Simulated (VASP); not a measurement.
A run of VASP 6.6.1 is set up as follows.

File INCAR:

```
SYSTEM = ScSi2O3
PREC = Accurate ; ENCUT = 520
EDIFF = 1E-7 ; ISMEAR = 0
SIGMA = 0.1 ; LREAL = .False.
LASPH = .True. ; NELM = 60
ALGO = Normal ; ISIF = 2
LWAVE = .False. ; LCHARG = .True.
GGA = PE ; LELF = .True.
LVHAR = .True. ; NBANDS = 28
```

KPOINTS

```
regular mesh
0
Gamma
  6 6 6
  0 0 0
```

The input POSCAR:

```
ScSi2O3
1.0
    5.2534215800      0.0000000000      0.0000000000
   -2.6267107900      4.5495965400      0.0000000000
    0.0000000000      0.0000000000      3.0093999100
Sc Si O
1 2 3
Direct
    0.0000000000      0.0000000000      0.0000000000
    0.3333333300      0.6666666700      0.0000000000
    0.6666666700      0.3333333300      0.0000000000
    0.5000000000      0.0000000000      0.5000000000
    0.5000000000      0.5000000000      0.5000000000
    0.0000000000      0.5000000000      0.5000000000
```

Potentials or basis: VASP PAW PBE potentials, release 64 (Sc_sv, Si, O).

Run with:

```console
$ cat potpaw_PBE.64/Sc_sv/POTCAR potpaw_PBE.64/Si/POTCAR potpaw_PBE.64/O/POTCAR > POTCAR
$ mpirun -np 1 vasp_std > vasp.out
```

**Question.** Predict the band gap on the k mesh.

**Answer.** Zero (an odd number of electrons rules out a gap without spin polarisation).

**Question.** Estimate the pressure.

**Answer.** -2.3 GPa.

Stress tensor (GPa, compression positive):
```
-0.76  0.00  0.00
 0.00 -0.76  0.00
 0.00  0.00 -5.32
```

Caveat: an odd number of electrons without spin polarisation forces a metal; a magnetic or distorted state may lie lower.
